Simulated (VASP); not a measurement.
Write the native input for VASP 6.6.1 that does the following.

```yaml
Task: single point
Functional: PBEsol
Potentials_or_basis: VASP PAW PBE potentials, release 64 (Te, Cd)
Cutoff: 520 eV
k_mesh: 6 × 6 × 1
Occupations: gaussian, width 0.05 eV
Spin: no spin polarisation
Dipole_correction: yes
Further_INCAR_settings: ALGO = Normal; EDIFF = 1e-06; NBANDS = 16
```

The structure of CdTe lies in POSCAR:

```
CdTe
1.0
    4.5886584790      0.0000000000      0.0000000000
   -2.2943292395      3.9738948121      0.0000000000
    0.0000000000      0.0000000000     15.9366559898
Te Cd
1 1
Direct
    0.0000000000      0.0000000000      0.4706131578
    0.3333333333      0.6666666667      0.5293868422
```

This cell differs from its parent crystal: atoms taken out.

One way to write it, as run:

INCAR

```
ALGO = Normal ; DIPOL = 0.5 0.5 0.500
EDIFF = 1E-6 ; ENCUT = 520
GGA = PS ; IDIPOL = 3
ISIF = 2 ; ISMEAR = 0
LASPH = T ; LCHARG = F
LDIPOL = T ; LREAL = F
LWAVE = F ; NBANDS = 16
NELM = 100 ; PREC = Accurate
SIGMA = 0.05
```

KPOINTS

```
k-points
0
Gamma
  6 6 1
```

Potentials or basis: VASP PAW PBE potentials, release 64 (Te, Cd).

Launch:

```console
$ cat potpaw_PBE.64/Te/POTCAR potpaw_PBE.64/Cd/POTCAR > POTCAR
$ mpirun -np 1 vasp_std > vasp.out
```

Results of the run:

- Largest force: 0.719 eV/Å
- Band gap on the k mesh: 1.43 eV

Caveat: the cell differs from its parent crystal (atoms taken out); the PAW data sets were made with another functional, which shifts forces and pressure a little; spin-orbit coupling is left out, which moves the levels of the heavy elements.

Wall time 99 s on 1 thread of Intel Xeon 8259CL, on a shared host, peak memory 0.42 GiB.
